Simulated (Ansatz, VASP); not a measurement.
Al3GaN4: VASP beside Ansatz

```
Al Ga N
1.0
     4.84167    0.00000    0.00011
     0.00000    3.00487    0.00000
    -0.00311    0.00000    4.98455
Al Ga N
3 1 4
Direct
  0.50023 0.50000 0.16733
  0.00092 0.50000 0.83481
  0.00109 0.00000 0.33169
  0.49942 0.00000 0.66620
  0.11117 0.00000 0.66633
  0.12245 0.50000 0.16716
  0.62512 0.50000 0.84019
  0.62319 0.00000 0.32629
```

Change from the starting cell: strain -0.040 along x and y, -0.080 along z, atoms carried along.

Alike in both runs: task single point; functional PBEsol; k mesh 6 × 8 × 4; occupations gaussian, width 0.05 eV; no spin polarisation.

|  | VASP | Ansatz |
| --- | --- | --- |
| version | VASP 6.6.1 | Ansatz 0.2.0 |
| potentials or method | VASP PAW PBE potentials, release 64 (Al, Ga_d, N), cutoff 520 eV | scalar-relativistic, plane waves, PAW |
| valence electrons in the cell | 42 | 42 |

```csv
,VASP,Ansatz,Ansatz less VASP
gap on the k mesh at the Fermi level (eV),4.74,4.72,-0.021
least direct gap on the mesh (eV),4.74,4.72,-0.021
pressure (GPa),46.3,46.1,-0.25
"traceless stress, the component that is largest in VASP (GPa)",16.07,15.91,-0.159
rms of the force components (eV/Å),0.584,0.578,-0.0063
```

VASP's potentials were made for PBE, not for PBEsol. Atom by atom the forces differ by 0.022 eV/Å (rms over components). Both programs put the cell under a high pressure, so it lies far from rest at this level.
